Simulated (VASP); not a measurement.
## ZnSe: vibrations by perturbation theory with PBEsol

The system is ZnSe.

```xyz
2
Lattice="0.0000 2.7261 2.7261 2.7261 0.0000 2.7261 2.7261 2.7261 0.0000" Properties=species:S:1:pos:R:3 pbc="T T T"
Zn    0.0000    0.0000    0.0000
Se    4.0891    4.0891    4.0891
```

```yaml
Program: VASP 6.6.1
Task: vibrations by perturbation theory
Functional: PBEsol
Potentials_or_basis: VASP PAW PBE potentials, release 64 (Zn, Se)
Cutoff: 520 eV
k_mesh: 8 × 8 × 8
Occupations: gaussian, width 0.01 eV
Spin: no spin polarisation
Dipole_correction: no
Further_INCAR_settings: ALGO = Normal; EDIFF = 1e-08; IBRION = 8; NSW = 1
```

* Electronic dielectric tensor (diagonal): 7.58
* Born charges (mean of the diagonal): Zn +1.90; Se -1.90 e
* Highest phonon frequency at Γ, LO-TO splitting left out: 247 cm⁻¹

Phonon frequencies in cm⁻¹ (negative: imaginary):
| q point | frequencies |
| --- | --- |
| (0.000, 0.000, 0.000) | 0 0 0 247 247 247 |

Electronic dielectric tensor:
```
7.58 0.00 0.00
0.00 7.58 0.00
0.00 0.00 7.58
```

Born effective charge tensors (e):
atom 1, Zn
```
1.90 0.00 0.00
0.00 1.90 0.00
0.00 0.00 1.90
```
atom 2, Se
```
-1.90  0.00  0.00
 0.00 -1.90  0.00
 0.00  0.00 -1.90
```

It took 7.2 min on 1 thread of Intel(R) Xeon(R) Platinum 8259CL CPU @ 2.50GHz (Skylake/Cascade Lake), with other jobs on the host, peak memory 0.28 GiB.

Caveat: the cell wasn't relaxed at this level first, which shifts response properties.
